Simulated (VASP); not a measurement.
Wanted: the native input for a VASP 6.6.1 run.

```yaml
Task: single point
Functional: LDA
Potentials_or_basis: VASP PAW LDA potentials, release 64 (La)
Cutoff: 520 eV
k_mesh: 11 × 11 × 11
Occupations: fermi-dirac, width 0.136057 eV
Spin: no spin polarisation
Dipole_correction: no
Further_INCAR_settings: ALGO = Normal; EDIFF = 1e-06; NBANDS = 12
```

The structure of La lies in POSCAR:

```
La
1.0
   -2.0277993089      2.0277993089      2.0277993089
    2.0277993089     -2.0277993089      2.0277993089
    2.0277993089      2.0277993089     -2.0277993089
La
1
Direct
    0.0000000000      0.0000000000      0.0000000000
```

This isn't the form of La at room conditions, which is double hcp.

These files were run (other wordings do the same):

INCAR

```
SYSTEM = La
ALGO = Normal
EDIFF = 1E-6
ENCUT = 520
ISIF = 2
ISMEAR = -1
LASPH = .True.
LCHARG = .False.
LREAL = .False.
LWAVE = .False.
NBANDS = 12
NELM = 60
PREC = Accurate
SIGMA = 0.13605693000000002
```

KPOINTS

```
k-points
0
Gamma
  11 11 11
  0 0 0
```

Potentials or basis: VASP PAW LDA potentials, release 64 (La).

Launch:

```console
$ cat potpaw_LDA.64/La/POTCAR > POTCAR
$ mpirun -np 1 vasp_std > vasp.out
```

It gave:

* Pressure: -0.2 GPa
* Band gap on the k mesh: zero (an odd number of electrons rules out a gap without spin polarisation)

Caveat: spin-orbit coupling is left out, which moves the levels of the heavy elements.

Wall time 22 s on 1 thread of Intel Xeon 8259CL, with other jobs on the host, peak memory 0.17 GiB.
